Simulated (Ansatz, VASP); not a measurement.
**Al4N5 in VASP and in Ansatz**

```
CELL_PARAMETERS angstrom
6.21788 0.00000 0.00000
0.00000 4.97781 0.00000
0.00000 0.00000 22.06124
ATOMIC_POSITIONS crystal
Al 0.00000 0.99844 0.18131
Al 0.50000 0.99844 0.18131
Al 0.25000 0.49844 0.22199
Al 0.75000 0.49844 0.22199
Al 0.25000 0.99271 0.30840
Al 0.75000 0.99271 0.30840
Al 0.00000 0.46407 0.33403
Al 0.50000 0.46407 0.33403
N 0.00000 0.61656 0.18131
N 0.50000 0.61656 0.18131
N 0.25000 0.11656 0.22199
N 0.75000 0.11656 0.22199
N 0.25000 0.61445 0.30711
N 0.75000 0.61445 0.30711
N 0.00000 0.11093 0.34274
N 0.50000 0.11093 0.34274
N 0.12500 0.61093 0.49686
N 0.12500 0.61093 0.54672
```

Alike in both runs: task single point; functional PBE; dispersion D3(BJ); k mesh 5 × 6 × 1; occupations gaussian, width 0.05 eV; no spin polarisation.

|  | VASP | Ansatz |
| --- | --- | --- |
| version | VASP 6.6.1 | Ansatz 0.2.0 |
| potentials or method | VASP PAW PBE potentials, release 64 (Al, N), cutoff 520 eV | scalar-relativistic, plane waves, PAW |
| valence electrons in the cell | 74 | 74 |

Ansatz gave:

| Item | Value |
| --- | --- |
| gap on the k mesh at the Fermi level (eV) | 1.45 |
| least direct gap on the mesh (eV) | 1.46 |
| rms of the force components (eV/Å) | 0.709 |

What did VASP give for the same quantities?

gap on the k mesh at the Fermi level (eV): 1.44; least direct gap on the mesh (eV): 1.45; rms of the force components (eV/Å): 0.814.

Noted on VASP's run: the standard files for N, O and F lose accuracy on very short bonds.
